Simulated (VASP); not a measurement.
# Sn (I4_1/amd) in VASP: settings compared

Sn is run at these levels: PBE, PBEsol; tasks: vibrations by perturbation theory.

Program: VASP 6.6.1. These are calculated values, not measurements. Logs are shortened: lines on timing, memory, paths and dates and some standing lists are left out, and cuts for length are marked.

### Step 1. The cell of the first run

Symmetry: I4_1/amd, No. 141, tetragonal system. Conventional cell: a = 5.880 Å, b = 5.880 Å, c = 3.199 Å, α = 90.00°, β = 90.00°, γ = 90.00°. Within 4.0 Å of Sn (site symmetry -4m2) lie 10 Sn at 3.05 to 3.79 Å.

### Step 2. Vibrations by perturbation theory, PBE

INCAR reads:

```
SYSTEM = Sn
  ALGO = Fast
  EDIFF = 1E-8
  ENCUT = 520
  GGA = PE
  IBRION = 8
  ISIF = 2
  ISMEAR = -1
  LASPH = .TRUE.
  LCHARG = .TRUE.
  LREAL = .FALSE.
  LWAVE = .FALSE.
  NELM = 80
  NSW = 1
  PREC = Accurate
  SIGMA = 0.05
```

KPOINTS reads:

```
k-points
0
G
  7 7 7
  0 0 0
```

POSCAR reads:

```
Sn
1.0
   -2.9401404553      2.9401404553      1.5993019889
    2.9401404553     -2.9401404553      1.5993019889
    2.9401404553      2.9401404553     -1.5993019889
Sn
2
Direct
    0.0000000000      0.0000000000      0.0000000000
    0.7500000000      0.2500000000      0.5000000000
```

Potentials or basis: VASP PAW PBE potentials, release 64 (Sn_d).

Run with:

```sh
$ cat potpaw_PBE.64/Sn_d/POTCAR > POTCAR
$ mpirun -np 1 vasp_std > vasp.out
```

OUTCAR:

```text
SYSTEM = Sn
   EDIFF = 1E-8
   ENCUT = 520
   GGA = PE
   IBRION = 8
   ISIF = 2
   ISMEAR = -1
   LASPH = .TRUE.
   LREAL = .FALSE.
   NELM = 80
   NSW = 1
   PREC = Accurate

 ion  position               nearest neighbor table
   1  0.000  0.000  0.000-   2 3.05   2 3.05   2 3.05   2 3.05
   2  0.750  0.250  0.500-   1 3.05   1 3.05   1 3.05   1 3.05

  LATTYP: Found a body centered tetragonal cell.
 ALAT       =     5.8802809106
 C/A-ratio  =     0.5439542815

  Lattice vectors:

 A1 = (  -2.9401404553,   2.9401404553,   1.5993019889)
 A2 = (   2.9401404553,  -2.9401404553,   1.5993019889)
 A3 = (   2.9401404553,   2.9401404553,  -1.5993019889)

Analysis of symmetry for initial positions (statically):
=====================================================================
 Subroutine PRICEL returns:
 Original cell was already a primitive cell.

 Routine SETGRP: Setting up the symmetry group for a
 body centered tetragonal supercell.

 Subroutine GETGRP returns: Found 16 space group operations
 (whereof  8 operations were pure point group operations)
 out of a pool of 16 trial point group operations.

The static configuration has the point symmetry D_2d.
 The point group associated with its full space group is D_4h.

Analysis of symmetry for dynamics (positions and initial velocities):
=====================================================================
 Subroutine PRICEL returns:
 Original cell was already a primitive cell.

 Routine SETGRP: Setting up the symmetry group for a
 body centered tetragonal supercell.

 Subroutine GETGRP returns: Found 16 space group operations
 (whereof  8 operations were pure point group operations)
 out of a pool of 16 trial point group operations.

The dynamic configuration has the point symmetry D_2d.
 The point group associated with its full space group is D_4h.

 Subroutine INISYM returns: Found 16 space group operations
 (whereof  8 operations are pure point group operations),
 and found     1 'primitive' translations

----------------------------------------------------------------------------------------

                                     Primitive cell

  volume of cell :      55.3002

  direct lattice vectors                    reciprocal lattice vectors
    -2.940140455  2.940140455  1.599301989     0.000000000  0.170059903  0.312636390
     2.940140455 -2.940140455  1.599301989     0.170059903  0.000000000  0.312636390
     2.940140455  2.940140455 -1.599301989     0.170059903  0.170059903  0.000000000

  length of vectors
     4.454954393  4.454954393  4.454954393     0.355895888  0.355895888  0.240501021

  position of ions in fractional coordinates (direct lattice)
     0.000000000  0.000000000  0.000000000
     0.750000000  0.250000000  0.500000000

  ion indices of the primitive-cell ions
   primitive index   ion index
                 1           1
                 2           2

----------------------------------------------------------------------------------------

 KPOINTS: k-points

Automatic generation of k-mesh.
 Grid dimensions read from file:
 generate k-points for:    7    7    7

 Generating k-lattice:

  Cartesian coordinates                     Fractional coordinates (reciprocal lattice)
     0.000000000  0.024294272  0.044662341     0.142857143 -0.000000000  0.000000000
     0.024294272  0.000000000  0.044662341    -0.000000000  0.142857143  0.000000000
     0.024294272  0.024294272  0.000000000     0.000000000  0.000000000  0.142857143

[... 79 lines left out ...]
  Thomas-Fermi vector in A             =   2.435734
   LORBIT       =      0    0 simple, 1 ext, 2 COOP (PROOUT), +10 PAW based schemes
   GGA     = PE    functional components
   LHFCALC =     F    Hartree Fock is set to
   AEXX    =    0.0000 exact exchange contribution
   IVDW    =     0    specifies the selected vdW correction
   LEPSILON=     F    determine dielectric tensor
   LRPA    =     F    only Hartree local field effects (RPA)
 non-spin polarized calculation
 RMM-DIIS sequential band-by-band and
  energy-cutoff  :      520.00
  volume of cell :       55.30
 maximum number of plane-waves:      1502
 NGX is ok and might be reduce to    36
   NGX = 17   NGY = 17   NGZ = 17

--------------------------------------- Ionic step        1  -------------------------------------------

 number of electron      27.9999989 magnetization

 Free energy of the ion-electron system (eV)
  ---------------------------------------------------
  ext. energy  EPLUGINS =         0.00000000
  ---------------------------------------------------
  free energy    TOTEN  =        -7.63660448 eV

  energy without entropy =       -7.62700107  energy(sigma->0) =       -7.63180277

 E-fermi :   7.6867     XC(G=0): -10.2191

 val. band max:        7.6843887156   @ k =  -0.4286   0.4286   0.0000
 cond. band min:       7.7222810407   @ k =   0.2857   0.1429   0.0000
 fundamental gap:      0.0378923251
 Fermi energy:         7.6867455841

 k-point     1 :       0.0000    0.0000    0.0000
  band No.  band energies     occupation
      1     -13.8927      2.00000
      2     -13.8116      2.00000
      3     -13.7721      2.00000
      4     -13.7590      2.00000
      5     -13.6184      2.00000
      6     -13.6184      2.00000
[... 481 lines left out ...]
      5     -13.6679      2.00000
      6     -13.6241      2.00000
[... 10 lines left out ...]
     17      13.5196      0.00000
     18      13.5844      0.00000

 [... further k-points ...]

------------------------ aborting loop because EDIFF is reached ----------------------------------------

  FORCE on cell =-STRESS in cart. coord.  units (eV):
  Direction    XX          YY          ZZ          XY          YZ          ZX
  --------------------------------------------------------------------------------------
  -------------------------------------------------------------------------------------
  Total        0.3366757      0.3366757      0.5427456      0.0000000      0.0000000      0.0000000
  in kB        9.7542910      9.7542910     15.7246238      0.0000000      0.0000000      0.0000000
  external PRESSURE =      11.7444019 kB  Pullay stress =       0.0000000 kB

 VOLUME and BASIS-vectors are now :
 -----------------------------------------------------------------------------
  energy-cutoff  :      520.00
  volume of cell :       55.30
      direct lattice vectors                 reciprocal lattice vectors
    -2.940140455  2.940140455  1.599301989     0.000000000  0.170059903  0.312636390
     2.940140455 -2.940140455  1.599301989     0.170059903  0.000000000  0.312636390
     2.940140455  2.940140455 -1.599301989     0.170059903  0.170059903  0.000000000

 POSITION                                       TOTAL-FORCE (eV/Angst)
 -----------------------------------------------------------------------------------
      0.00000      0.00000      0.00000         0.000000     -0.000000     -0.000000
      0.00000      2.94014      0.79965        -0.000000      0.000000      0.000000
 -----------------------------------------------------------------------------------
    total drift:                               -0.000000      0.000000     -0.000000

  FREE ENERGIE OF THE ION-ELECTRON SYSTEM (eV)
  ---------------------------------------------------
  free  energy   TOTEN  =        -7.6366044768 eV

  energy  without entropy=       -7.6270010671  energy(sigma->0) =       -7.63180277

[... ionic steps 2 to 3 ...]

--------------------------------------- Ionic step        4  -------------------------------------------

------------------------ aborting loop because EDIFF is reached ----------------------------------------

[... ionic steps 5 to 5 ...]

--------------------------------------- Ionic step        6  -------------------------------------------

 Free energy of the ion-electron system (eV)
  ---------------------------------------------------
  ---------------------------------------------------
  free energy    TOTEN  =        -0.21016767 eV

  energy without entropy =       -0.21016767

------------------------ aborting loop because EDIFF is reached ----------------------------------------

 INTERNAL STRAIN TENSOR  FOR ION    1  DIRECTION 3   (eV/Angst):
 -----------------------------------------------------------------------------
    -2.90363  0.00000  0.00000
     0.00000  2.90052  0.00000
     0.00000  0.00000 -0.00486

 INTERNAL STRAIN TENSOR FOR ION    2 for displacements in x,y,z  (eV/Angst):
          X           Y           Z          XY          YZ          ZX
  --------------------------------------------------------------------------------
  x     0.00000     0.00000     0.00000     0.00000     0.00000     2.17459
  y     0.00000     0.00000     0.00000     0.00000    -1.91363     0.00000
  z     2.90208    -2.90208     0.00000     0.00000     0.00000     0.00000

 SECOND DERIVATIVES (NOT SYMMETRIZED)
 ------------------------------------
               1X          1Y          1Z          2X          2Y          2Z
  1X    -3.195381    0.000000    0.000000    3.195381    0.000000    0.000000
  1Y     0.000000   -3.195381    0.000000    0.000000    3.195381    0.000000
  1Z     0.000000    0.000000   -0.022764    0.000000    0.000000    0.022764
  2X     3.195381    0.000000    0.000000   -3.195381    0.000000    0.000000
  2Y     0.000000    3.195381    0.000000    0.000000   -3.195381    0.000000
  2Z     0.000000    0.000000    0.022764    0.000000    0.000000   -0.022764

 Eigenvectors and eigenvalues of the dynamical matrix
 ----------------------------------------------------

   1 f  =    3.627299 THz    22.790995 2PiTHz  120.993686 cm-1    15.001298 meV
             X         Y         Z           dx          dy          dz
      0.000000  0.000000  0.000000     0.000000   -0.707107    0.000000
      0.000000  2.940140  0.799651     0.000000    0.707107    0.000000
[... 21 lines left out ...]
   6 f  =    0.000000 THz     0.000000 2PiTHz    0.000000 cm-1     0.000000 meV
             X         Y         Z           dx          dy          dz
      0.000000  0.000000  0.000000     0.707107    0.000000    0.000000
      0.000000  2.940140  0.799651     0.707107    0.000000    0.000000

--------------------------------------------------------------------------------------------------------

 ELASTIC MODULI CONTR FROM IONIC RELAXATION (kBar)
 Direction    XX          YY          ZZ          XY          YZ          ZX
 --------------------------------------------------------------------------------
 XX      -10719.0715  10719.0715      0.0000      0.0000      0.0000     -0.0000
 YY       10719.0715 -10719.0715      0.0000      0.0000     -0.0000      0.0000
 ZZ           0.0000      0.0000      0.0000      0.0000      0.0000      0.0000
 XY           0.0000      0.0000      0.0000      0.0000      0.0000      0.0000
 YZ           0.0000     -0.0000      0.0000      0.0000    -33.2028     -0.0000
 ZX          -0.0000      0.0000      0.0000      0.0000     -0.0000    -42.8761
 --------------------------------------------------------------------------------
```

Run time: 6.7 min. Hardware: 1 thread of Intel Xeon Platinum 8259CL at 2.50GHz (Skylake/Cascade Lake), shared host; peak memory 0.37 GiB.

What came out:

```
Highest phonon frequency at Γ : 121 cm⁻¹
```

Phonon frequencies in cm⁻¹ (negative: imaginary):
```
              q point       frequencies
(0.000, 0.000, 0.000)  0 0 0 10 121 121
```

Caveat: the cell stands under pressure or tension, which shifts response properties; spin-orbit coupling is left out, which moves the levels of the heavy elements.

### Step 3. Vibrations by perturbation theory, PBEsol

INCAR reads:

```
SYSTEM = Sn
PREC = Accurate
ENCUT = 520
EDIFF = 1E-8
ISMEAR = -1
SIGMA = 0.05
LREAL = .FALSE.
LASPH = .TRUE.
NELM = 100
ALGO = Normal
ISIF = 2
LWAVE = .FALSE.
LCHARG = .TRUE.
GGA = PS
NBANDS = 21
IBRION = 8
NSW = 1
```

KPOINTS reads:

```
regular mesh
0
G
  7 7 7
  0 0 0
```

POSCAR is that of step 2.

Potentials or basis: VASP PAW PBE potentials, release 64 (Sn_d).

Run with:

```sh
$ cat potpaw_PBE.64/Sn_d/POTCAR > POTCAR
$ mpirun -np 1 vasp_std > vasp.out
```

OUTCAR:

```text
SYSTEM = Sn
   PREC = Accurate
   ENCUT = 520
   EDIFF = 1E-8
   ISMEAR = -1
   LREAL = .FALSE.
   LASPH = .TRUE.
   NELM = 100
   ISIF = 2
   GGA = PS
   IBRION = 8
   NSW = 1

 ion  position               nearest neighbor table
   1  0.000  0.000  0.000-   2 3.05   2 3.05   2 3.05   2 3.05
   2  0.750  0.250  0.500-   1 3.05   1 3.05   1 3.05   1 3.05

  LATTYP: Found a body centered tetragonal cell.
 ALAT       =     5.8802809106
 C/A-ratio  =     0.5439542815

  Lattice vectors:
[... 834 lines left out ...]
               1X          1Y          1Z          2X          2Y          2Z
  1X    -2.929212    0.000000    0.000000    2.929212    0.000000    0.000000
  1Y     0.000000   -2.929212    0.000000    0.000000    2.929212    0.000000
  1Z     0.000000    0.000000   -0.021895    0.000000    0.000000    0.021895
  2X     2.929212    0.000000    0.000000   -2.929212    0.000000    0.000000
  2Y     0.000000    2.929212    0.000000    0.000000   -2.929212    0.000000
  2Z     0.000000    0.000000    0.021895    0.000000    0.000000   -0.021895

 Eigenvectors and eigenvalues of the dynamical matrix
 ----------------------------------------------------

   1 f  =    3.472942 THz    21.821136 2PiTHz  115.844865 cm-1    14.362926 meV
             X         Y         Z           dx          dy          dz
      0.000000  0.000000  0.000000    -0.699730    0.101873    0.000000
      0.000000  2.940140  0.799651     0.699730   -0.101873    0.000000
[... 21 lines left out ...]
   6 f/i=    0.000000 THz     0.000000 2PiTHz    0.000002 cm-1     0.000000 meV
             X         Y         Z           dx          dy          dz
      0.000000  0.000000  0.000000     0.629021   -0.323006    0.000000
      0.000000  2.940140  0.799651     0.629021   -0.323006    0.000000

--------------------------------------------------------------------------------------------------------

 ELASTIC MODULI CONTR FROM IONIC RELAXATION (kBar)
 Direction    XX          YY          ZZ          XY          YZ          ZX
 --------------------------------------------------------------------------------
 XX       -9639.6629   9639.6629      0.0000      0.0000     -0.0000      0.0000
 YY        9639.6629  -9639.6629      0.0000      0.0000      0.0000      0.0000
 ZZ           0.0000      0.0000      0.0000      0.0000      0.0000      0.0000
 XY           0.0000      0.0000      0.0000      0.0000      0.0000      0.0000
 YZ          -0.0000      0.0000      0.0000      0.0000    -29.9413      0.0000
 ZX           0.0000      0.0000      0.0000      0.0000      0.0000    -39.5610
 --------------------------------------------------------------------------------
```

OSZICAR:

```text
N       E                     dE             d eps       ncg     rms          rms(c)
DAV:   1     0.221205147601E+03    0.22121E+03   -0.14502E+04  1695   0.206E+03
DAV:   2     0.146787705276E+02   -0.20653E+03   -0.20250E+03  1695   0.452E+02
DAV:   3    -0.782613276638E+01   -0.22505E+02   -0.22298E+02  1958   0.135E+02
DAV:   4    -0.855675386167E+01   -0.73062E+00   -0.73006E+00  1895   0.270E+01
[... 46 lines left out ...]
RMM:  11    -0.210544072650E+00    0.61539E-07    0.33324E-08  5320   0.162E-04    0.511E-06
RMM:  12    -0.210544028975E+00    0.43675E-07    0.17475E-08  5348   0.129E-04    0.135E-06
RMM:  13    -0.210544010076E+00    0.18899E-07    0.86139E-09  5746   0.112E-04    0.578E-07
RMM:  14    -0.210544003403E+00    0.66737E-08   -0.41846E-10  5219   0.103E-04    0.515E-07
 Linear response finished
```

stdout:

```text
POSCAR found type information on POSCAR Sn
 POSCAR found :  1 types and       2 ions
 scaLAPACK will be used
 -----------------------------------------------------------------------------
|                                                                             |
|                                                                             |
|     You enforced a specific xc type in the INCAR file but a different       |
|     I HOPE YOU KNOW WHAT YOU ARE DOING!                                     |
|                                                                             |
 -----------------------------------------------------------------------------

 LDA part: xc-table for (Slater+PW92), standard interpolation
 POSCAR, INCAR and KPOINTS ok, starting setup
 FFT: planning ... GRIDC
 FFT: planning ... GRID_SOFT
 FFT: planning ... GRID
 WAVECAR not read
 entering main loop
 Linear response reoptimize wavefunctions to high precision
 Linear response DOF=           2
 Linear response progress:
 first order change of Fermi-energy   0.11596E-04
 force on displaced ion       1 direction 1 :  -2.929   0.000   0.000
 Linear response progress:
 first order change of Fermi-energy  -0.94922E-04
 force on displaced ion       1 direction 3 :  -0.000   0.000  -0.022
 Linear response finished
```

It took 7.9 min on 1 thread of Intel Xeon Platinum 8259CL at 2.50GHz (Skylake/Cascade Lake), shared host; peak memory 0.38 GiB.

What came out:

- Highest phonon frequency at Γ: 116 cm⁻¹

Phonon frequencies in cm⁻¹ (negative: imaginary):
| q point | frequencies |
| --- | --- |
| (0.000, 0.000, 0.000) | 0 0 0 10 116 116 |

Caveat: the cell stands under pressure or tension, which shifts response properties; the PAW data sets were made with another functional, which shifts forces and pressure a little; spin-orbit coupling is left out, which moves the levels of the heavy elements.
